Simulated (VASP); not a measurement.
# Ir (P6_3/mmc) in VASP: further runs

Ir is run at these levels: LDA; tasks: single point.

Everything below comes from runs of VASP 6.6.1. Logs are shortened: lines on timing, memory, paths and dates and some standing lists are left out, and cuts for length are marked.

### 1 The cell of the first run

It takes space group P6_3/mmc (No. 194, hexagonal). The conventional cell has a = 2.705 Å, b = 2.705 Å, c = 4.386 Å, α = 90.00°, β = 90.00°, γ = 120.00°. Within 3.6 Å of Ir (site symmetry -6m2) lie 12 Ir at 2.69 to 2.71 Å.

This isn't the form of Ir at room conditions, which is fcc.

### 2 Single point, LDA

Contents of INCAR:

```
SYSTEM = Ir
ALGO     = Normal         ! electronic algorithm
EDIFF    = 1E-6           ! SCF threshold, eV
ENCUT    = 520            ! plane-wave cutoff, eV
ISIF     = 2              ! what is computed and relaxed
ISMEAR   = 0              ! smearing method
LASPH    = .True.         ! aspherical terms in the spheres
LCHARG   = .True.         ! write CHGCAR
LELF     = .True.         ! ELF
LREAL    = .False.        ! projectors in reciprocal space
LVHAR    = .True.       
LWAVE    = .False.        ! write WAVECAR
NBANDS   = 16             ! bands
NELM     = 80             ! most SCF steps
PREC     = Accurate       ! precision mode
SIGMA    = 0.15           ! smearing width, eV
```

Contents of KPOINTS:

```
k-points
0
Gamma
  18 18 10
  0 0 0
```

Contents of POSCAR:

```
Ir
1.0
    2.7052421931      0.0000000000      0.0000000000
   -1.3526210966      2.3428084626      0.0000000000
    0.0000000000      0.0000000000      4.3862377060
Ir
2
Direct
    0.6666666667      0.3333333333      0.7500000000
    0.3333333333      0.6666666667      0.2500000000
```

Potentials or basis: VASP PAW LDA potentials, release 64 (Ir).

Launch:

```bash
$ cat potpaw_LDA.64/Ir/POTCAR > POTCAR
$ mpirun -np 1 vasp_std > vasp.out
```

OUTCAR:

```text
SYSTEM = Ir
   EDIFF = 1E-6
   ENCUT = 520
   ISIF = 2
   ISMEAR = 0
   LASPH = .True.
   LREAL = .False.
   NELM = 80
   PREC = Accurate

 ion  position               nearest neighbor table
   1  0.667  0.333  0.750-   2 2.69   2 2.69   2 2.69   2 2.69   2 2.69   2 2.69
   2  0.333  0.667  0.250-   1 2.69   1 2.69   1 2.69   1 2.69   1 2.69   1 2.69

  LATTYP: Found a hexagonal cell.
 ALAT       =     2.7052421931
 C/A-ratio  =     1.6213844798

  Lattice vectors:

 A1 = (   2.7052421931,   0.0000000000,   0.0000000000)
 A2 = (  -1.3526210966,   2.3428084626,   0.0000000000)
 A3 = (   0.0000000000,   0.0000000000,   4.3862377060)

Analysis of symmetry for initial positions (statically):
=====================================================================
 Subroutine PRICEL returns:
 Original cell was already a primitive cell.

 Routine SETGRP: Setting up the symmetry group for a
 hexagonal supercell.

 Subroutine GETGRP returns: Found 24 space group operations
 (whereof 12 operations were pure point group operations)
 out of a pool of 24 trial point group operations.

The static configuration has the point symmetry D_3d.
 The point group associated with its full space group is D_6h.

Analysis of symmetry for dynamics (positions and initial velocities):
=====================================================================
 Subroutine PRICEL returns:
 Original cell was already a primitive cell.

 Routine SETGRP: Setting up the symmetry group for a
 hexagonal supercell.

 Subroutine GETGRP returns: Found 24 space group operations
 (whereof 12 operations were pure point group operations)
 out of a pool of 24 trial point group operations.

The dynamic configuration has the point symmetry D_3d.
 The point group associated with its full space group is D_6h.

 Subroutine INISYM returns: Found 24 space group operations
 (whereof 12 operations are pure point group operations),
 and found     1 'primitive' translations

----------------------------------------------------------------------------------------

                                     Primitive cell

  volume of cell :      27.7994

  direct lattice vectors                    reciprocal lattice vectors
     2.705242193  0.000000000  0.000000000     0.369652670  0.213419069  0.000000000
    -1.352621097  2.342808463  0.000000000     0.000000000  0.426838137  0.000000000
     0.000000000  0.000000000  4.386237706     0.000000000  0.000000000  0.227985820

  length of vectors
     2.705242193  2.705242193  4.386237706     0.426838137  0.426838137  0.227985820

  position of ions in fractional coordinates (direct lattice)
     0.666666667  0.333333333  0.750000000
     0.333333333  0.666666667  0.250000000

  ion indices of the primitive-cell ions
   primitive index   ion index
                 1           1
                 2           2

----------------------------------------------------------------------------------------

 KPOINTS: k-points

Automatic generation of k-mesh.
 Grid dimensions read from file:
 generate k-points for:   18   18   10

 Generating k-lattice:

  Cartesian coordinates                     Fractional coordinates (reciprocal lattice)
     0.020536259  0.011856615  0.000000000     0.055555556  0.000000000  0.000000000
     0.000000000  0.023713230  0.000000000     0.000000000  0.055555556  0.000000000
     0.000000000  0.000000000  0.022798582     0.000000000  0.000000000  0.100000000

  Length of vectors
     0.023713230  0.023713230  0.022798582

  Shift w.r.t. Gamma in fractional coordinates (k-lattice)
     0.000000000  0.000000000  0.000000000

 Subroutine IBZKPT returns following result:
 ===========================================

 Found    222 irreducible k-points:

 Following reciprocal coordinates:
            Coordinates               Weight
  0.000000  0.000000  0.000000      1.000000
  0.055556  0.000000  0.000000      6.000000
  0.111111  0.000000  0.000000      6.000000
  0.166667 -0.000000  0.000000      6.000000
  0.222222 -0.000000  0.000000      6.000000
  0.277778 -0.000000  0.000000      6.000000
[... 16 lines left out ...]
  0.333333  0.111111  0.000000     12.000000
  0.388889  0.111111  0.000000     12.000000
 [... further k-points ...]
   k-points           NKPTS =    222   k-points in BZ     NKDIM =    222   number of bands    NBANDS=     16
   number of dos      NEDOS =    301   number of ions     NIONS =      2
   total plane-waves  NPLWV =  14400
   dimension x,y,z NGX =    20 NGY =   20 NGZ =   36
   dimension x,y,z NGXF=    40 NGYF=   40 NGZF=   72
   ions per type =               2
   NGX,Y,Z   is equivalent  to a cutoff of  12.29, 12.29, 13.64 a.u.
   NGXF,Y,Z  is equivalent  to a cutoff of  24.58, 24.58, 27.29 a.u.
 SYSTEM =  Ir
   PREC   = accura    normal or accurate (medium, high low for compatibility)
   ISTART =      0    job   : 0-new  1-cont  2-samecut
   ICHARG =      2    charge: 1-file 2-atom 10-const
   ISPIN  =      1    spin polarized calculation?
   LNONCOLLINEAR =      F non collinear calculations
   LSORBIT =      F    spin-orbit coupling
   LASPH  =      T    aspherical Exc in radial PAW
   ENCUT  =  520.0 eV  38.22 Ry    6.18 a.u.   5.03  5.03  8.16*2*pi/ulx,y,z
   NELM   =     80;   NELMIN=  2; NELMDL= -5     # of ELM steps
   EDIFF  = 0.1E-05   stopping-criterion for ELM
   LREAL  =      F    real-space projection
   EDIFFG = 0.1E-04   stopping-criterion for IOM
   NSW    =      0    number of steps for IOM
   IBRION =     -1    ionic relax: 0-MD 1-quasi-New 2-CG
   NFREE  =      0    steps in history (QN), initial steepest desc. (CG)
   ISIF   =      2    stress and relaxation
   ISYM   =      2    0-nonsym 1-usesym 2-fastsym
   POTIM  = 0.5000    time-step for ionic-motion
   TEBEG  =    0.0;   TEEND  =   0.0 temperature during run
   PSTRESS=    0.0 pullay stress
   NELECT =      18.0000    total number of electrons
   NUPDOWN=      -1.0000    fix difference up-down
   EMIN   =  10.00;   EMAX   =-10.00  energy-range for DOS
   EFERMI =   0.00;   METHOD = LEGACY
   ISMEAR =     0;   SIGMA  =   0.15  broadening in eV -4-tet -1-fermi 0-gaus
   EFERMI_NEDOS =   21; number of points for ismear=-14 and -15
   IALGO  =     38    algorithm
   IMIX   =      4    mixing-type and parameters
     AMIX     =   0.40;   BMIX     =  1.00
     AMIX_MAG =   1.60;   BMIX_MAG =  1.00
  volume/ion in A,a.u.               =      13.90        93.80
  Fermi-wavevector in a.u.,A,eV,Ry     =   1.416296  2.676411 27.291842  2.005894
  Thomas-Fermi vector in A             =   2.537645
   LORBIT       =      0    0 simple, 1 ext, 2 COOP (PROOUT), +10 PAW based schemes
   GGA     = CA    functional components
   LHFCALC =     F    Hartree Fock is set to
   AEXX    =    0.0000 exact exchange contribution
   IVDW    =     0    specifies the selected vdW correction
   LEPSILON=     F    determine dielectric tensor
   LRPA    =     F    only Hartree local field effects (RPA)
 non-spin polarized calculation
 Gauss-broadening in eV      SIGMA  =   0.15
  energy-cutoff  :      520.00
  volume of cell :       27.80
 maximum number of plane-waves:       772
 NGX is ok and might be reduce to    20
   NGX =  9   NGY =  9   NGZ = 17

 number of electron      18.0000001 magnetization

 Free energy of the ion-electron system (eV)
  ---------------------------------------------------
  ext. energy  EPLUGINS =         0.00000000
  ---------------------------------------------------
  free energy    TOTEN  =       -20.50868507 eV

  energy without entropy =      -20.48534674  energy(sigma->0) =      -20.49701590

 E-fermi :  10.7573     XC(G=0): -14.2406

 val. band max:       10.7547079496   @ k =   0.3889  -0.0000   0.0000
 cond. band min:      10.7601175129   @ k =   0.3333  -0.0000   0.4000
 fundamental gap:      0.0054095633
 Fermi energy:        10.7572715504

 k-point     1 :       0.0000    0.0000    0.0000
  band No.  band energies     occupation
      1      -0.6726      2.00000
      2       2.3421      2.00000
      3       6.6566      2.00000
      4       6.7623      2.00000
      5       6.7623      2.00000
      6       7.4461      2.00000
[... 8 lines left out ...]
     15      27.1627      0.00000
     16      28.2860      0.00000

 k-point     2 :       0.0556    0.0000    0.0000
  band No.  band energies     occupation
      1      -0.5485      2.00000
      2       2.4534      2.00000
      3       6.4140      2.00000
      4       6.8674      2.00000
      5       6.9778      2.00000
      6       7.3761      2.00000
[... 8 lines left out ...]
     15      27.3292      0.00000
     16      28.4928      0.00000

 k-point     3 :       0.1111    0.0000    0.0000
  band No.  band energies     occupation
      1      -0.1866      2.00000
      2       2.7657      2.00000
      3       6.0777      2.00000
      4       7.1201      2.00000
      5       7.1785      2.00000
      6       7.3431      2.00000
[... 8 lines left out ...]
     15      27.7698      0.00000
     16      28.9686      0.00000

 k-point     4 :       0.1667   -0.0000    0.0000
  band No.  band energies     occupation
      1       0.3803      2.00000
      2       3.1959      2.00000
      3       5.7521      2.00000
      4       6.6600      2.00000
      5       6.8826      2.00000
      6       7.6818      2.00000
[... 8 lines left out ...]
     15      28.0565      0.00000
     16      28.7355      0.00000

 k-point     5 :       0.2222   -0.0000    0.0000
  band No.  band energies     occupation
      1       1.0888      2.00000
      2       3.5473      2.00000
      3       5.6048      2.00000
      4       5.7867      2.00000
      5       6.6706      2.00000
      6       7.3773      2.00000
[... 8 lines left out ...]
     15      27.2778      0.00000
     16      27.7257      0.00000

 k-point     6 :       0.2778   -0.0000    0.0000
  band No.  band energies     occupation
      1       1.8303      2.00000
      2       3.5898      2.00000
      3       5.0314      2.00000
      4       5.7701      2.00000
      5       6.6674      2.00000
      6       7.0785      2.00000
[... 8 lines left out ...]
     15      26.2050      0.00000
     16      26.3116      0.00000
[... 267 lines left out ...]
 k-point    21 :       0.2222    0.1111    0.0000
  band No.  band energies     occupation
      1       2.1592      2.00000
      2       3.9602      2.00000
      3       4.9388      2.00000
      4       5.2928      2.00000
      5       6.6518      2.00000
      6       6.7183      2.00000
[... 8 lines left out ...]
     15      24.4756      0.00000
     16      26.6137      0.00000

 k-point    22 :       0.2778    0.1111    0.0000
  band No.  band energies     occupation
      1       2.8069      2.00000
      2       3.7615      2.00000
      3       4.3892      2.00000
      4       5.6408      2.00000
      5       6.4814      2.00000
      6       6.9896      2.00000
[... 8 lines left out ...]
     15      23.1105      0.00000
     16      25.9083      0.00000

 k-point    23 :       0.3333    0.1111    0.0000
  band No.  band energies     occupation
      1       3.2057      2.00000
      2       3.5344      2.00000
      3       3.9828      2.00000
      4       6.1177      2.00000
      5       6.3880      2.00000
      6       7.2554      2.00000
[... 8 lines left out ...]
     15      21.8227      0.00000
     16      25.3848      0.00000

 k-point    24 :       0.3889    0.1111    0.0000
  band No.  band energies     occupation
      1       3.3219      2.00000
      2       3.4282      2.00000
      3       3.7339      2.00000
      4       6.3565      2.00000
      5       6.5919      2.00000
      6       7.0573      2.00000
[... 8 lines left out ...]
     15      21.5508      0.00000
     16      24.2967      0.00000

 [... further k-points ...]

------------------------ aborting loop because EDIFF is reached ----------------------------------------

  FORCE on cell =-STRESS in cart. coord.  units (eV):
  Direction    XX          YY          ZZ          XY          YZ          ZX
  --------------------------------------------------------------------------------------
  -------------------------------------------------------------------------------------
  Total        0.4535073      0.4535073      0.4588820     -0.0000000      0.0000000      0.0000000
  in kB       26.1372416     26.1372416     26.4470078     -0.0000000      0.0000000      0.0000000
  external PRESSURE =      26.2404970 kB  Pullay stress =       0.0000000 kB

 VOLUME and BASIS-vectors are now :
 -----------------------------------------------------------------------------
  energy-cutoff  :      520.00
  volume of cell :       27.80
      direct lattice vectors                 reciprocal lattice vectors
     2.705242193  0.000000000  0.000000000     0.369652670  0.213419069  0.000000000
    -1.352621097  2.342808463  0.000000000     0.000000000  0.426838137  0.000000000
     0.000000000  0.000000000  4.386237706     0.000000000  0.000000000  0.227985820

 POSITION                                       TOTAL-FORCE (eV/Angst)
 -----------------------------------------------------------------------------------
      1.35262      0.78094      3.28968         0.000000      0.000000      0.000000
     -0.00000      1.56187      1.09656        -0.000000     -0.000000      0.000000
 -----------------------------------------------------------------------------------
    total drift:                               -0.000000      0.000000     -0.000000

  FREE ENERGIE OF THE ION-ELECTRON SYSTEM (eV)
  ---------------------------------------------------
  free  energy   TOTEN  =       -20.5086850700 eV

  energy  without entropy=      -20.4853467356  energy(sigma->0) =      -20.49701590
```

It took 35 s on 1 thread of AMD EPYC 9R45 (Zen 5), shared host; peak memory 0.17 GiB.

Results:

| Quantity | Value |
| --- | --- |
| Free energy | -20.5087 eV |
| Pressure | 2.6 GPa |
| Band gap on the k mesh | zero (bands 9 and 10 overlap by 3.47 eV) |

Caveat: spin-orbit coupling is left out, which moves the levels of the heavy elements.

[end of part 1 of 2]
